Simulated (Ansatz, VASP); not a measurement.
One calculation of Cu, two programs

```
CELL_PARAMETERS angstrom
2.62141 0.00000 0.00000
-1.31071 2.27021 0.00000
0.00000 0.00000 4.28118
ATOMIC_POSITIONS crystal
Cu 0.33333 0.66667 0.25000
Cu 0.66667 0.33333 0.75000
```

Change from the starting cell: equal strain along all axes, cell held, atoms relaxed: +4.0 %.

Alike in both runs: task single point; functional PBEsol; k mesh 24 × 24 × 12; occupations gaussian, width 0.1 eV; no spin polarisation.

|  | VASP | Ansatz |
| --- | --- | --- |
| version | VASP 6.6.1 | Ansatz 0.2.0 |
| potentials or method | VASP PAW PBE potentials, release 64 (Cu), cutoff 520 eV | scalar-relativistic, plane waves, PAW |
| valence electrons in the cell | 22 | 38 |

Ansatz gave:

```
gap on the k mesh at the Fermi level (eV)                     : none
pressure (GPa)                                                : -14.6
traceless stress, the component that is largest in VASP (GPa) : 0.39
```

**Question.** Estimate VASP's values.

**Answer.** gap on the k mesh at the Fermi level (eV): none; pressure (GPa): -14.1; traceless stress, the component that is largest in VASP (GPa): 0.38.

VASP's potentials were made for PBE, not for PBEsol. A gap of «none» marks a metal or a gap that the smearing closes. The functional is the same, so the differences come from potentials, cutoffs and numerics. VASP's potentials hold 22 valence electrons a cell and Ansatz's 38, so a difference there can come from the potentials and not from the codes.
